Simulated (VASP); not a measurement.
# MnS (F-43m) in VASP: notebook

The runs below take MnS through vibrations by perturbation theory, with PBEsol.

Everything below comes from runs of VASP 6.6.1. Logs are shortened: lines on timing, memory, paths and dates and some standing lists are left out, and cuts for length are marked.

### 1 The cell of the first run

It takes space group F-43m (No. 216, cubic). The conventional cell has a = 4.712 Å, b = 4.712 Å, c = 4.712 Å, α = 90.00°, β = 90.00°, γ = 90.00°. Mn (site symmetry -43m) has 4 S at 2.04 Å within 2.7 Å. Within 2.7 Å of S (site symmetry -43m) lie 4 Mn at 2.04 Å.

### 2 Vibrations by perturbation theory, PBEsol

INCAR

```
PREC = Accurate ; ENCUT = 520
EDIFF = 1E-8 ; ISMEAR = 0
SIGMA = 0.2 ; LREAL = F
LASPH = T ; NELM = 60
ALGO = Normal ; ISIF = 2
LWAVE = F ; LCHARG = F
GGA = PS ; IBRION = 8
NSW = 1
```

KPOINTS

```
Automatic mesh
0
Gamma
  16 16 16
```

POSCAR

```
MnS
1.0
    0.0000000000      2.3560630952      2.3560630952
    2.3560630952      0.0000000000      2.3560630952
    2.3560630952      2.3560630952      0.0000000000
Mn S
1 1
Direct
    0.0000000000      0.0000000000      0.0000000000
    0.7500000000      0.7500000000      0.7500000000
```

Potentials or basis: VASP PAW PBE potentials, release 64 (Mn_pv, S).

On the command line:

```console
> cat potpaw_PBE.64/Mn_pv/POTCAR potpaw_PBE.64/S/POTCAR > POTCAR
> mpirun -np 1 vasp_std > vasp.out
```

OUTCAR:

```text
PREC = Accurate
   ENCUT = 520
   EDIFF = 1E-8
   ISMEAR = 0
   LREAL = F
   LASPH = T
   NELM = 60
   ISIF = 2
   GGA = PS
   IBRION = 8
   NSW = 1

 ion  position               nearest neighbor table
   1  0.000  0.000  0.000-   2 2.04   2 2.04   2 2.04   2 2.04
   2  0.750  0.750  0.750-   1 2.04   1 2.04   1 2.04   1 2.04

  LATTYP: Found a face centered cubic cell.
 ALAT       =     4.7121261904

  Lattice vectors:

 A1 = (   0.0000000000,   2.3560630952,   2.3560630952)
 A2 = (   2.3560630952,   0.0000000000,   2.3560630952)
 A3 = (   2.3560630952,   2.3560630952,   0.0000000000)

Analysis of symmetry for initial positions (statically):
=====================================================================
 Subroutine PRICEL returns:
 Original cell was already a primitive cell.

 Routine SETGRP: Setting up the symmetry group for a
 face centered cubic supercell.

 Subroutine GETGRP returns: Found 24 space group operations
 (whereof 24 operations were pure point group operations)
 out of a pool of 48 trial point group operations.

The static configuration has the point symmetry T_d .

Analysis of symmetry for dynamics (positions and initial velocities):
=====================================================================
 Subroutine PRICEL returns:
 Original cell was already a primitive cell.

 Routine SETGRP: Setting up the symmetry group for a
 face centered cubic supercell.

 Subroutine GETGRP returns: Found 24 space group operations
 (whereof 24 operations were pure point group operations)
 out of a pool of 48 trial point group operations.

The dynamic configuration has the point symmetry T_d .

 Subroutine INISYM returns: Found 24 space group operations
 (whereof 24 operations are pure point group operations),
 and found     1 'primitive' translations

----------------------------------------------------------------------------------------

                                     Primitive cell

  volume of cell :      26.1572

  direct lattice vectors                    reciprocal lattice vectors
     0.000000000  2.356063095  2.356063095    -0.212218425  0.212218425  0.212218425
     2.356063095  0.000000000  2.356063095     0.212218425 -0.212218425  0.212218425
     2.356063095  2.356063095  0.000000000     0.212218425  0.212218425 -0.212218425

  length of vectors
     3.331976383  3.331976383  3.331976383     0.367573095  0.367573095  0.367573095

  position of ions in fractional coordinates (direct lattice)
     0.000000000  0.000000000  0.000000000
     0.750000000  0.750000000  0.750000000

  ion indices of the primitive-cell ions
   primitive index   ion index
                 1           1
                 2           2

----------------------------------------------------------------------------------------

 KPOINTS: Automatic mesh

Automatic generation of k-mesh.
 Grid dimensions read from file:
 generate k-points for:   16   16   16

 Generating k-lattice:

  Cartesian coordinates                     Fractional coordinates (reciprocal lattice)
    -0.013263652  0.013263652  0.013263652     0.062500000  0.000000000  0.000000000
     0.013263652 -0.013263652  0.013263652     0.000000000  0.062500000  0.000000000
     0.013263652  0.013263652 -0.013263652     0.000000000  0.000000000  0.062500000

  Length of vectors
     0.022973318  0.022973318  0.022973318

  Shift w.r.t. Gamma in fractional coordinates (k-lattice)
     0.000000000  0.000000000  0.000000000

 Subroutine IBZKPT returns following result:
[... 83 lines left out ...]
  volume of cell :       26.16
 maximum number of plane-waves:       725
 NGX is ok and might be reduce to    28
   NGX = 13   NGY = 13   NGZ = 13

--------------------------------------- Ionic step        1  -------------------------------------------

 number of electron      18.9999990 magnetization

 Free energy of the ion-electron system (eV)
  ---------------------------------------------------
  ext. energy  EPLUGINS =         0.00000000
  ---------------------------------------------------
  free energy    TOTEN  =       -14.54764962 eV

  energy without entropy =      -14.50678811  energy(sigma->0) =      -14.52721887

 E-fermi :   9.0769     XC(G=0): -12.1769

 val. band max:        9.0639160504   @ k =   0.5000   0.2500   0.1250
 cond. band min:       9.0854346598   @ k =   0.4375   0.3125   0.0000
 fundamental gap:      0.0215186094
 Fermi energy:         9.0769139253

 k-point     1 :       0.0000    0.0000    0.0000
  band No.  band energies     occupation
      1     -38.4724      2.00000
      2     -38.4724      2.00000
      3     -38.4724      2.00000
      4      -7.0014      2.00000
      5       3.8390      2.00000
      6       3.8390      2.00000
      7       3.8390      2.00000
      8       8.1082      2.00000
      9       8.1083      2.00000
     10      13.6720      0.00000
     11      13.6720      0.00000
     12      13.6720      0.00000
     13      13.7142      0.00000
[... 354 lines left out ...]
  band No.  band energies     occupation
      1     -38.4772      2.00000
      2     -38.4739      2.00000
      3     -38.4729      2.00000
      4      -6.8628      2.00000
      5       3.6226      2.00000
      6       3.8791      2.00000
      7       3.8929      2.00000
      8       8.0129      2.00000
      9       8.1176      2.00000
     10      12.9003      0.00000
     11      13.1673      0.00000
     12      13.6503      0.00000
     13      14.4423      0.00000

 [... further k-points ...]

------------------------ aborting loop because EDIFF is reached ----------------------------------------

  FORCE on cell =-STRESS in cart. coord.  units (eV):
  Direction    XX          YY          ZZ          XY          YZ          ZX
  --------------------------------------------------------------------------------------
  -------------------------------------------------------------------------------------
  Total        4.1200916      4.1200916      4.1200916      0.0000000      0.0000000      0.0000000
  in kB      252.3635972    252.3635972    252.3635972      0.0000000      0.0000000      0.0000000
  external PRESSURE =     252.3635972 kB  Pullay stress =       0.0000000 kB

 VOLUME and BASIS-vectors are now :
 -----------------------------------------------------------------------------
  energy-cutoff  :      520.00
  volume of cell :       26.16
      direct lattice vectors                 reciprocal lattice vectors
     0.000000000  2.356063095  2.356063095    -0.212218425  0.212218425  0.212218425
     2.356063095  0.000000000  2.356063095     0.212218425 -0.212218425  0.212218425
     2.356063095  2.356063095  0.000000000     0.212218425  0.212218425 -0.212218425

 POSITION                                       TOTAL-FORCE (eV/Angst)
 -----------------------------------------------------------------------------------
      0.00000      0.00000      0.00000         0.000000      0.000000      0.000000
      3.53409      3.53409      3.53409        -0.000000     -0.000000     -0.000000
 -----------------------------------------------------------------------------------
    total drift:                               -0.000001     -0.000001     -0.000002

  FREE ENERGIE OF THE ION-ELECTRON SYSTEM (eV)
  ---------------------------------------------------
  free  energy   TOTEN  =       -14.5476496211 eV

  energy  without entropy=      -14.5067881143  energy(sigma->0) =      -14.52721887

[... ionic steps 2 to 3 ...]

--------------------------------------- Ionic step        4  -------------------------------------------

------------------------ aborting loop because EDIFF is reached ----------------------------------------

[... ionic steps 5 to 6 ...]

--------------------------------------- Ionic step        7  -------------------------------------------

 Free energy of the ion-electron system (eV)
  ---------------------------------------------------
  ---------------------------------------------------
  free energy    TOTEN  =        -0.10055072 eV

  energy without entropy =       -0.10055072

------------------------ aborting loop because EDIFF is reached ----------------------------------------

 INTERNAL STRAIN TENSOR  FOR ION    2  DIRECTION 1   (eV/Angst):
 -----------------------------------------------------------------------------
     0.01080  0.00000  0.00000
     0.00000 -0.00508 23.85576
     0.00000 23.85576 -0.00508

 INTERNAL STRAIN TENSOR FOR ION    2 for displacements in x,y,z  (eV/Angst):
          X           Y           Z          XY          YZ          ZX
  --------------------------------------------------------------------------------
  x    -0.00000    -0.00000    -0.00000     0.00000    23.85576     0.00000
  y     0.00000    -0.00000     0.00000     0.00000     0.00000    23.85576
  z    -0.00000    -0.00000    -0.00000    23.85576     0.00000     0.00000

 SECOND DERIVATIVES (NOT SYMMETRIZED)
 ------------------------------------
               1X          1Y          1Z          2X          2Y          2Z
  1X   -21.485644    0.000000    0.000000   21.485644    0.000000    0.000000
  1Y     0.000000  -21.485644    0.000000    0.000000   21.485644    0.000000
  1Z     0.000000    0.000000  -21.485644    0.000000    0.000000   21.485644
  2X    21.523491    0.000000    0.000000  -21.523491    0.000000    0.000000
  2Y     0.000000   21.523491    0.000000    0.000000  -21.523491    0.000000
  2Z     0.000000    0.000000   21.523491    0.000000    0.000000  -21.523491

 Eigenvectors and eigenvalues of the dynamical matrix
 ----------------------------------------------------

   1 f  =   16.113027 THz   101.241136 2PiTHz  537.472733 cm-1    66.638096 meV
             X         Y         Z           dx          dy          dz
      0.000000  0.000000  0.000000     0.606752   -0.000000    0.000000
      3.534095  3.534095  3.534095    -0.794891    0.000000    0.000000
[... 21 lines left out ...]
   6 f/i=    0.006838 THz     0.042967 2PiTHz    0.228107 cm-1     0.028282 meV
             X         Y         Z           dx          dy          dz
      0.000000  0.000000  0.000000     0.000000    0.000000    0.794891
      3.534095  3.534095  3.534095     0.000000    0.000000    0.606752

--------------------------------------------------------------------------------------------------------

 ELASTIC MODULI CONTR FROM IONIC RELAXATION (kBar)
 Direction    XX          YY          ZZ          XY          YZ          ZX
 --------------------------------------------------------------------------------
 XX          -0.0000     -0.0000     -0.0000      0.0000      0.0000     -0.0000
 YY          -0.0000     -0.0000     -0.0000      0.0000      0.0000      0.0000
 ZZ          -0.0000     -0.0000     -0.0000      0.0000      0.0000     -0.0000
 XY           0.0000      0.0000      0.0000  -1532.0619      0.0000      0.0000
 YZ           0.0000      0.0000      0.0000      0.0000  -1532.0619      0.0000
 ZX          -0.0000      0.0000     -0.0000      0.0000      0.0000  -1532.0619
 --------------------------------------------------------------------------------
```

Run time: 6.7 min. Hardware: 1 thread of Intel Xeon 6975P-C (Granite Rapids), shared host; peak memory 0.55 GiB.

Results:

- Highest phonon frequency at Γ, LO-TO splitting left out: 537 cm⁻¹

Phonon frequencies in cm⁻¹ (negative: imaginary):
```csv
q point,frequencies
"(0.000, 0.000, 0.000)",0 0 0 537 537 537
```

Caveat: the cell stands under pressure or tension, which shifts response properties; the PAW data sets were made with another functional, which shifts forces and pressure a little; the run has no spin polarisation, though such a crystal can be magnetic. Spin polarisation is off, so any magnetic state and its effect on volume and gap are missing.

[end of part 1 of 2]
